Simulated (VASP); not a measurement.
# BAs (F-43m) in VASP: further runs

The runs below take BAs through vibrations by perturbation theory, elastic constants, with LDA.

All numbers are computed with VASP 6.6.1; they aren't measurements. Logs are shortened: lines on timing, memory, paths and dates and some standing lists are left out, and cuts for length are marked.

## 1. The cell of the first run

The structure is cubic, space group F-43m (No. 216). Conventional cell: a = 4.732 Å, b = 4.732 Å, c = 4.732 Å, α = 90.00°, β = 90.00°, γ = 90.00°. Within 2.7 Å of B (site symmetry -43m) lie 4 As at 2.05 Å. Within 2.7 Å of As (site symmetry -43m) lie 4 B at 2.05 Å.

## 2. Vibrations by perturbation theory, LDA

Input file INCAR:

```
SYSTEM = BAs
ALGO = Normal
EDIFF = 1E-8
ENCUT = 520
GGA = CA
IBRION = 8
ISIF = 2
ISMEAR = 0
LASPH = .TRUE.
LCHARG = .FALSE.
LEPSILON = .TRUE.
LREAL = .FALSE.
LWAVE = .FALSE.
NELM = 80
NSW = 1
PREC = Accurate
SIGMA = 0.01
```

Input file KPOINTS:

```
k-points
0
G
  10 10 10
  0 0 0
```

Input file POSCAR:

```
BAs
1.0
    0.0000000000      2.3660397158      2.3660397158
    2.3660397158      0.0000000000      2.3660397158
    2.3660397158      2.3660397158      0.0000000000
B As
1 1
Direct
    0.0000000000      0.0000000000      0.0000000000
    0.7500000000      0.7500000000      0.7500000000
```

Potentials or basis: VASP PAW LDA potentials, release 64 (B, As).

Run with:

```console
> cat potpaw_LDA.64/B/POTCAR potpaw_LDA.64/As/POTCAR > POTCAR
> mpirun -np 1 vasp_std > vasp.out
```

OUTCAR:

```text
SYSTEM = BAs
   EDIFF = 1E-8
   ENCUT = 520
   GGA = CA
   IBRION = 8
   ISIF = 2
   ISMEAR = 0
   LASPH = .TRUE.
   LEPSILON = .TRUE.
   LREAL = .FALSE.
   NELM = 80
   NSW = 1
   PREC = Accurate

 ion  position               nearest neighbor table
   1  0.000  0.000  0.000-   2 2.05   2 2.05   2 2.05   2 2.05
   2  0.750  0.750  0.750-   1 2.05   1 2.05   1 2.05   1 2.05

  LATTYP: Found a face centered cubic cell.
 ALAT       =     4.7320794316

  Lattice vectors:

 A1 = (   0.0000000000,   2.3660397158,   2.3660397158)
 A2 = (   2.3660397158,   0.0000000000,   2.3660397158)
 A3 = (   2.3660397158,   2.3660397158,   0.0000000000)

Analysis of symmetry for initial positions (statically):
=====================================================================
 Subroutine PRICEL returns:
 Original cell was already a primitive cell.

 Routine SETGRP: Setting up the symmetry group for a
 face centered cubic supercell.

 Subroutine GETGRP returns: Found 24 space group operations
 (whereof 24 operations were pure point group operations)
 out of a pool of 48 trial point group operations.

The static configuration has the point symmetry T_d .

Analysis of symmetry for dynamics (positions and initial velocities):
=====================================================================
 Subroutine PRICEL returns:
 Original cell was already a primitive cell.

 Routine SETGRP: Setting up the symmetry group for a
 face centered cubic supercell.

 Subroutine GETGRP returns: Found 24 space group operations
 (whereof 24 operations were pure point group operations)
 out of a pool of 48 trial point group operations.

The dynamic configuration has the point symmetry T_d .

 Subroutine INISYM returns: Found 24 space group operations
 (whereof 24 operations are pure point group operations),
 and found     1 'primitive' translations

----------------------------------------------------------------------------------------

                                     Primitive cell

  volume of cell :      26.4909

  direct lattice vectors                    reciprocal lattice vectors
     0.000000000  2.366039716  2.366039716    -0.211323587  0.211323587  0.211323587
     2.366039716  0.000000000  2.366039716     0.211323587 -0.211323587  0.211323587
     2.366039716  2.366039716  0.000000000     0.211323587  0.211323587 -0.211323587

  length of vectors
     3.346085455  3.346085455  3.346085455     0.366023190  0.366023190  0.366023190

  position of ions in fractional coordinates (direct lattice)
     0.000000000  0.000000000  0.000000000
     0.750000000  0.750000000  0.750000000

  ion indices of the primitive-cell ions
   primitive index   ion index
                 1           1
                 2           2

----------------------------------------------------------------------------------------

 KPOINTS: k-points

Automatic generation of k-mesh.
 Grid dimensions read from file:
 generate k-points for:   10   10   10

 Generating k-lattice:

  Cartesian coordinates                     Fractional coordinates (reciprocal lattice)
[... 414 lines left out ...]
  ---------------------------------------------------
  ---------------------------------------------------
  free energy    TOTEN  =        -0.67954713 eV

  energy without entropy =       -0.67954713

------------------------ aborting loop because EDIFF is reached ----------------------------------------

--------------------------------------- Ionic step        2  -------------------------------------------

------------------------ aborting loop because EDIFF is reached ----------------------------------------

--------------------------------------- Ionic step        3  -------------------------------------------

------------------------ aborting loop because EDIFF is reached ----------------------------------------

 PIEZOELECTRIC TENSOR FIELD DIRECTION 3  (e Angst)
 -----------------------------------------------------------------------------
    -0.00042 -0.20410  0.00000           ( -0.00000 -0.10146  0.00000)
    -0.20410 -0.00042  0.00000           ( -0.10146 -0.00000  0.00000)
     0.00000  0.00000  0.00001           (  0.00000  0.00000 -0.00000)

 PIEZOELECTRIC TENSOR FIELD DIRECTION 3  (C/m^2)
 -----------------------------------------------------------------------------
    -0.00025 -0.12344  0.00000
    -0.12344 -0.00025  0.00000
     0.00000  0.00000  0.00000

--------------------------------------- Ionic step        4  -------------------------------------------

------------------------ aborting loop because EDIFF is reached ----------------------------------------

[... ionic steps 5 to 6 ...]

--------------------------------------- Ionic step        7  -------------------------------------------

 Free energy of the ion-electron system (eV)
  ---------------------------------------------------
  ---------------------------------------------------
  free energy    TOTEN  =        -0.03767572 eV

  energy without entropy =       -0.03767572

------------------------ aborting loop because EDIFF is reached ----------------------------------------

 INTERNAL STRAIN TENSOR  FOR ION    2  DIRECTION 1   (eV/Angst):
 -----------------------------------------------------------------------------
    -0.00874  0.00000  0.00000
     0.00000  0.00661  7.58099
     0.00000  7.58099  0.00661

 MACROSCOPIC STATIC DIELECTRIC TENSOR (including local field effects in DFT)
 ------------------------------------------------------
           9.731430     0.000000    -0.000000
           0.000000     9.731430    -0.000000
           0.000000     0.000000     9.731430
 ------------------------------------------------------

 PIEZOELECTRIC TENSOR (including local field effects)  for field in x, y, z        (e  Angst)
          XX          YY          ZZ          XY          YZ          ZX
  --------------------------------------------------------------------------------
  x    -0.00000    -0.00000     0.00000     0.00000    -0.19840     0.00000
  y    -0.00000    -0.00000     0.00000     0.00000     0.00000    -0.19840
  z    -0.00000    -0.00000    -0.00000    -0.19840     0.00000     0.00000

 PIEZOELECTRIC TENSOR (including local field effects)  for field in x, y, z        (C/m^2)
          XX          YY          ZZ          XY          YZ          ZX
  --------------------------------------------------------------------------------
  x    -0.00000    -0.00000     0.00000     0.00000    -0.11999     0.00000
  y    -0.00000    -0.00000     0.00000     0.00000     0.00000    -0.11999
  z    -0.00000    -0.00000    -0.00000    -0.11999     0.00000     0.00000

 BORN EFFECTIVE CHARGES (including local field effects) (in |e|, cummulative output)
 ---------------------------------------------------------------------------------
 ion    1
    1    -0.57696     0.00000     0.00000
    2     0.00000    -0.57696     0.00000
    3     0.00000     0.00000    -0.57696
 ion    2
    1     0.57696     0.00000    -0.00000
    2     0.00000     0.57696     0.00000
    3     0.00000     0.00000     0.57696

 INTERNAL STRAIN TENSOR FOR ION    2 for displacements in x,y,z  (eV/Angst):
          X           Y           Z          XY          YZ          ZX
  --------------------------------------------------------------------------------
  x    -0.00000     0.00000     0.00000     0.00000     7.58099     0.00000
  y     0.00000     0.00000     0.00000     0.00000     0.00000     7.58099
  z     0.00000     0.00000    -0.00000     7.58099     0.00000     0.00000

 SECOND DERIVATIVES (NOT SYMMETRIZED)
 ------------------------------------
               1X          1Y          1Z          2X          2Y          2Z
  1X   -17.265989    0.000000    0.000000   17.265989    0.000000    0.000000
  1Y     0.000000  -17.265989    0.000000    0.000000   17.265989    0.000000
  1Z     0.000000    0.000000  -17.265989    0.000000    0.000000   17.265989
  2X    17.263249    0.000000    0.000000  -17.263249    0.000000    0.000000
  2Y     0.000000   17.263249    0.000000    0.000000  -17.263249    0.000000
  2Z     0.000000    0.000000   17.263249    0.000000    0.000000  -17.263249

 Eigenvectors and eigenvalues of the dynamical matrix
 ----------------------------------------------------

   1 f  =   21.133845 THz   132.787862 2PiTHz  704.949178 cm-1    87.402519 meV
             X         Y         Z           dx          dy          dz
      0.000000  0.000000  0.000000     0.934835    0.000000    0.000000
      3.549060  3.549060  3.549060    -0.355082    0.000000    0.000000
[... 21 lines left out ...]
   6 f/i=    0.000557 THz     0.003499 2PiTHz    0.018574 cm-1     0.002303 meV
             X         Y         Z           dx          dy          dz
      0.000000  0.000000  0.000000     0.297666    0.073397   -0.179140
      3.549060  3.549060  3.549060     0.783674    0.193235   -0.471628

--------------------------------------------------------------------------------------------------------

 MACROSCOPIC STATIC DIELECTRIC TENSOR IONIC CONTRIBUTION
 ------------------------------------------------------
           0.131707     0.000000    -0.000000
           0.000000     0.131707     0.000000
          -0.000000     0.000000     0.131707
 ------------------------------------------------------

 ELASTIC MODULI CONTR FROM IONIC RELAXATION (kBar)
 Direction    XX          YY          ZZ          XY          YZ          ZX
 --------------------------------------------------------------------------------
 XX          -0.0000      0.0000     -0.0000      0.0000      0.0000      0.0000
 YY           0.0000     -0.0000      0.0000      0.0000      0.0000     -0.0000
 ZZ          -0.0000      0.0000     -0.0000      0.0000      0.0000      0.0000
 XY           0.0000      0.0000      0.0000   -211.5495      0.0000      0.0000
 YZ           0.0000      0.0000      0.0000      0.0000   -211.5495      0.0000
 ZX           0.0000     -0.0000      0.0000      0.0000      0.0000   -211.5495
 --------------------------------------------------------------------------------

 PIEZOELECTRIC TENSOR IONIC CONTR  for field in x, y, z        (C/m^2)
          XX          YY          ZZ          XY          YZ          ZX
  --------------------------------------------------------------------------------
  x    -0.00000    -0.00000    -0.00000    -0.00000     0.15707     0.00000
  y    -0.00000     0.00000    -0.00000     0.00000     0.00000     0.15707
  z    -0.00000    -0.00000    -0.00000     0.15707     0.00000     0.00000
```

It took 6.3 min on 1 thread of Intel Xeon Platinum 8488C (Sapphire Rapids), shared host; peak memory 0.23 GiB.

What came out:

```
Electronic dielectric tensor (diagonal)                 : 9.73
Born charges (mean of the diagonal)                     : B -0.58; As +0.58 e
Highest phonon frequency at Γ, LO-TO splitting left out : 705 cm⁻¹
```

Phonon frequencies in cm⁻¹ (negative: imaginary):
```tsv
q point	frequencies
(0.000, 0.000, 0.000)	0 0 0 705 705 705
```

Electronic dielectric tensor:
```
9.73 0.00 0.00
0.00 9.73 0.00
0.00 0.00 9.73
```

Born effective charge tensors (e):
atom 1, B
```
-0.58  0.00  0.00
 0.00 -0.58  0.00
 0.00  0.00 -0.58
```
atom 2, As
```
0.58 0.00 0.00
0.00 0.58 0.00
0.00 0.00 0.58
```

## 3. Vibrations by perturbation theory, LDA (13.51 Å³/atom)

This run uses another cell than the first one, of 13.51 Å³/atom.

Input file INCAR:

```
PREC = Accurate ; ENCUT = 520
EDIFF = 1E-8 ; ISMEAR = 0
SIGMA = 0.01 ; LREAL = F
LASPH = T ; NELM = 80
ALGO = Normal ; ISIF = 2
LWAVE = F ; LCHARG = F
NBANDS = 11 ; IBRION = 8
NSW = 1 ; LEPSILON = T
```

Input file KPOINTS:

```
Automatic mesh
0
Gamma
  10 10 10
```

Input file POSCAR:

```
BAs
1.0
    0.0000000000      2.3817093096      2.3817093096
    2.3817093096      0.0000000000      2.3817093096
    2.3817093096      2.3817093096      0.0000000000
B As
1 1
Direct
    0.0000000000      0.0000000000      0.0000000000
    0.7500000000      0.7500000000      0.7500000000
```

Potentials or basis: VASP PAW LDA potentials, release 64 (B, As).

Run with:

```console
> cat potpaw_LDA.64/B/POTCAR potpaw_LDA.64/As/POTCAR > POTCAR
> mpirun -np 1 vasp_std > vasp.out
```

OUTCAR:

```text
PREC = Accurate
   ENCUT = 520
   EDIFF = 1E-8
   ISMEAR = 0
   LREAL = F
   LASPH = T
   NELM = 80
   ISIF = 2
   IBRION = 8
   NSW = 1
   LEPSILON = T

 ion  position               nearest neighbor table
   1  0.000  0.000  0.000-   2 2.06   2 2.06   2 2.06   2 2.06
   2  0.750  0.750  0.750-   1 2.06   1 2.06   1 2.06   1 2.06

  LATTYP: Found a face centered cubic cell.
 ALAT       =     4.7634186192
[... 664 lines left out ...]
      0.000000  0.000000  0.000000    -0.894673    0.267958    0.041010
      3.572564  3.572564  3.572564     0.339817   -0.101777   -0.015577
[... 21 lines left out ...]
   6 f/i=    0.000743 THz     0.004666 2PiTHz    0.024773 cm-1     0.003071 meV
             X         Y         Z           dx          dy          dz
      0.000000  0.000000  0.000000    -0.097145   -0.338389    0.046177
      3.572564  3.572564  3.572564    -0.255765   -0.890913    0.121576

--------------------------------------------------------------------------------------------------------

 MACROSCOPIC STATIC DIELECTRIC TENSOR IONIC CONTRIBUTION
 ------------------------------------------------------
           0.108524     0.000000     0.000000
           0.000000     0.108524     0.000000
           0.000000     0.000000     0.108524
 ------------------------------------------------------

 ELASTIC MODULI CONTR FROM IONIC RELAXATION (kBar)
 Direction    XX          YY          ZZ          XY          YZ          ZX
 --------------------------------------------------------------------------------
 XX          -0.0000      0.0000      0.0000      0.0000      0.0000      0.0000
 YY           0.0000     -0.0000      0.0000      0.0000      0.0000      0.0000
 ZZ           0.0000      0.0000     -0.0000      0.0000      0.0000      0.0000
 XY           0.0000      0.0000      0.0000   -171.2528      0.0000      0.0000
 YZ           0.0000      0.0000      0.0000      0.0000   -171.2528      0.0000
 ZX           0.0000      0.0000      0.0000      0.0000      0.0000   -171.2528
 --------------------------------------------------------------------------------

 PIEZOELECTRIC TENSOR IONIC CONTR  for field in x, y, z        (C/m^2)
          XX          YY          ZZ          XY          YZ          ZX
  --------------------------------------------------------------------------------
  x    -0.00000     0.00000     0.00000     0.00000     0.12828     0.00000
  y    -0.00000    -0.00000    -0.00000     0.00000     0.00000     0.12828
  z     0.00000     0.00000    -0.00000     0.12828     0.00000     0.00000
```

OSZICAR:

```text
N       E                     dE             d eps       ncg     rms          rms(c)
DAV:   1     0.106362078855E+02    0.10636E+02   -0.38010E+03  1034   0.645E+02
DAV:   2    -0.129274715496E+02   -0.23564E+02   -0.22435E+02  1387   0.106E+02
[... 134 lines left out ...]
RMM:   4    -0.378059429399E-01   -0.21714E-04   -0.20191E-04  6361   0.270E-02    0.314E-03
RMM:   5    -0.377856908956E-01    0.20252E-04   -0.23229E-05  6620   0.223E-03    0.810E-04
RMM:   6    -0.377804866832E-01    0.52042E-05   -0.20998E-06  6625   0.409E-04    0.137E-04
RMM:   7    -0.377794288837E-01    0.10578E-05    0.20502E-08  6728   0.815E-05    0.394E-05
RMM:   8    -0.377793876330E-01    0.41251E-07    0.30537E-09  6380   0.154E-05    0.157E-05
RMM:   9    -0.377794378593E-01   -0.50226E-07   -0.42153E-08  6856   0.560E-06    0.618E-07
RMM:  10    -0.377794361943E-01    0.16650E-08   -0.69189E-10  4383   0.555E-07    0.249E-07
 Linear response finished
```

It took 5.9 min on 1 thread of Intel Xeon Platinum 8488C (Sapphire Rapids), shared host; peak memory 0.26 GiB.

What came out:

* Electronic dielectric tensor (diagonal): 9.81
* Born charges (mean of the diagonal): B -0.52; As +0.52 e
* Highest phonon frequency at Γ, LO-TO splitting left out: 691 cm⁻¹

Phonon frequencies in cm⁻¹ (negative: imaginary):
| q point | frequencies |
| --- | --- |
| (0.000, 0.000, 0.000) | 0 0 0 691 691 691 |

Electronic dielectric tensor:
```
9.81 0.00 0.00
0.00 9.81 0.00
0.00 0.00 9.81
```

Born effective charge tensors (e):
atom 1, B
```
-0.52  0.00  0.00
 0.00 -0.52  0.00
 0.00  0.00 -0.52
```
atom 2, As
```
0.52 0.00 0.00
0.00 0.52 0.00
0.00 0.00 0.52
```

Caveat: the cell stands under pressure or tension, which shifts response properties.

## 4. Elastic constants, LDA

This run uses another cell than the first one, of 11.77 Å³/atom.

Input file INCAR:

```
SYSTEM = BAs
PREC = Accurate
ENCUT = 600
EDIFF = 1E-8
ISMEAR = 0
SIGMA = 0.01
LREAL = .FALSE.
LASPH = .TRUE.
NELM = 80
ALGO = Normal
ISIF = 3
LWAVE = .FALSE.
LCHARG = .FALSE.
GGA = CA
IBRION = 6
NFREE = 2
POTIM = 0.015
NSW = 1
```

Input file KPOINTS:

```
Automatic mesh
0
G
  10 10 10
  0 0 0
```

Input file POSCAR:

```
BAs
1.0
    0.0000000000      2.2748372359      2.2748372359
    2.2748372359      0.0000000000      2.2748372359
    2.2748372359      2.2748372359      0.0000000000
B As
1 1
Direct
    0.0000000000      0.0000000000      0.0000000000
    0.7500000000      0.7500000000      0.7500000000
```

Run with:

```console
> cat potpaw_LDA.64/B/POTCAR potpaw_LDA.64/As/POTCAR > POTCAR
> mpirun -np 1 vasp_std > vasp.out
```

Wall time 9.3 min (1 thread of Intel Xeon Platinum 8488C (Sapphire Rapids), shared host); peak memory 0.26 GiB.

The run converged. Its results:

| Quantity | Value |
| --- | --- |
| Elastic constants C11, C12, C44 | 368, 137, 189 GPa |
| Voigt bulk modulus | 214 GPa |
| Highest phonon frequency at Γ, LO-TO splitting left out | 793 cm⁻¹ |

Phonon frequencies in cm⁻¹ (negative: imaginary):
| q point | frequencies |
| --- | --- |
| (0.000, 0.000, 0.000) | 0 0 0 793 793 793 |

Elastic tensor in Voigt notation (GPa, in the Cartesian axes of the cell as first typed):
```
368 137 137   0   0   0
137 368 137   0   0   0
137 137 368   0   0   0
  0   0   0 189   0   0
  0   0   0   0 189   0
  0   0   0   0   0 189
```

Clamped-ion elastic tensor (GPa):
```
368 137 137   0   0   0
137 368 137   0   0   0
137 137 368   0   0   0
  0   0   0 249   0   0
  0   0   0   0 249   0
  0   0   0   0   0 249
```

Caveat: the cell is under stress, which shifts elastic constants.

## 5. Elastic constants, LDA

This run uses another cell than the first one, of 12.41 Å³/atom.

Input file INCAR:

```
PREC     = Accurate       # precision mode
ENCUT    = 600            # plane-wave cutoff, eV
EDIFF    = 1E-8           # SCF threshold, eV
ISMEAR   = 0              # smearing method
SIGMA    = 0.01           # smearing width, eV
LREAL    = False          # projectors in reciprocal space
LASPH    = True           # aspherical terms in the spheres
NELM     = 100            # most SCF steps
ALGO     = Normal         # electronic algorithm
ISIF     = 3              # what is computed and relaxed
LWAVE    = False          # write WAVECAR
LCHARG   = False          # write CHGCAR
GGA      = CA             # functional
IBRION   = 6              # ionic algorithm
NFREE    = 2            
POTIM    = 0.015          # step
NSW      = 1              # ionic steps
```

Input file KPOINTS:

```
Automatic mesh
0
Gamma
  10 10 10
```

Input file POSCAR:

```
BAs
1.0
    0.0000000000      2.3149752883      2.3149752883
    2.3149752883      0.0000000000      2.3149752883
    2.3149752883      2.3149752883      0.0000000000
B As
1 1
Direct
    0.0000000000      0.0000000000      0.0000000000
    0.7500000000      0.7500000000      0.7500000000
```

Run with:

```console
> cat potpaw_LDA.64/B/POTCAR potpaw_LDA.64/As/POTCAR > POTCAR
> mpirun -np 1 vasp_std > vasp.out
```

It took 9.8 min on 1 thread of Intel Xeon Platinum 8488C (Sapphire Rapids), shared host; peak memory 0.27 GiB.

The run converged. Its results:

* Elastic constants C11, C12, C44: 332, 109, 175 GPa
* Voigt bulk modulus: 183 GPa
* Highest phonon frequency at Γ, LO-TO splitting left out: 753 cm⁻¹

Phonon frequencies in cm⁻¹ (negative: imaginary):
```
              q point        frequencies
(0.000, 0.000, 0.000)  0 0 0 753 753 753
```

Elastic tensor in Voigt notation (GPa, in the Cartesian axes of the cell as first typed):
```
332 109 109   0   0   0
109 332 109   0   0   0
109 109 332   0   0   0
  0   0   0 175   0   0
  0   0   0   0 175   0
  0   0   0   0   0 175
```

Clamped-ion elastic tensor (GPa):
```
332 109 109   0   0   0
109 332 109   0   0   0
109 109 332   0   0   0
  0   0   0 216   0   0
  0   0   0   0 216   0
  0   0   0   0   0 216
```

Caveat: the cell is under stress, which shifts elastic constants.
